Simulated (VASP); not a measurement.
Input of a VASP 6.6.1 run:

INCAR

```
PREC = Accurate
ENCUT = 520
EDIFF = 1E-6
ISMEAR = -1
SIGMA = 0.02
LREAL = F
LASPH = T
NELM = 100
ALGO = Normal
ISIF = 2
LWAVE = F
LCHARG = F
GGA = PE
IBRION = 2
NSW = 80
EDIFFG = -0.02
```

KPOINTS

```
regular mesh
0
Gamma
  11 11 6
```

File POSCAR:

```
AlN
1.0
    3.0465127981      0.0000000000      0.0000000000
   -1.5232563991      2.6383574761      0.0000000000
    0.0000000000      0.0000000000      4.8783388214
Al N
2 2
Direct
    0.6666666667      0.3333333333      0.0000000000
    0.3333333333      0.6666666667      0.5000000000
    0.6666666667      0.3333333333      0.3820000000
    0.3333333333      0.6666666667      0.8820000000
```

Potentials or basis: VASP PAW PBE potentials, release 64 (Al, N).

The run is started by

```console
$ cat potpaw_PBE.64/Al/POTCAR potpaw_PBE.64/N/POTCAR > POTCAR
$ mpirun -np 1 vasp_std > vasp.out
```

**Question.** Predict the band gap on the k mesh.

**Answer.** 4.77 eV, direct.

Forces in eV/Å, atoms in the order of the input:
```
Al   0.000  0.000 -0.016
Al   0.000  0.000 -0.016
N    0.000  0.000  0.016
N    0.000  0.000  0.016
```

Caveat: the relaxation stopped at its first step, so nothing moved. A k mesh can miss the band edges.
